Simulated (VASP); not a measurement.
Here is a VASP 6.6.1 calculation.

Contents of INCAR:

```
SYSTEM = Pd
ALGO = Normal
EDIFF = 1E-6
ENCUT = 500
GGA = PE
GGA_COMPAT = .FALSE.
ISIF = 2
ISMEAR = 1
LASPH = .TRUE.
LCHARG = .FALSE.
LREAL = .FALSE.
LWAVE = .FALSE.
NBANDS = 11
NELM = 120
PREC = Accurate
SIGMA = 0.1
```

Contents of KPOINTS:

```
k-points
0
G
  18 18 18
  0 0 0
```

Contents of POSCAR:

```
Pd
1.0
    0.0000000000      1.9848236583      1.9848236583
    1.9848236583      0.0000000000      1.9848236583
    1.9848236583      1.9848236583      0.0000000000
Pd
1
Direct
    0.0000000000      0.0000000000      0.0000000000
```

Potentials or basis: VASP PAW PBE potentials, release 64 (Pd).

The run is started by

```bash
$ cat potpaw_PBE.64/Pd/POTCAR > POTCAR
$ mpirun -np 1 vasp_std > vasp.out
```

Task: Predict the band gap on the k mesh.

Result: Zero (bands 5 and 6 overlap by 1.43 eV).

Task: Predict the pressure.

Result: -3.6 GPa.

Caveat: the cell stands under tension.
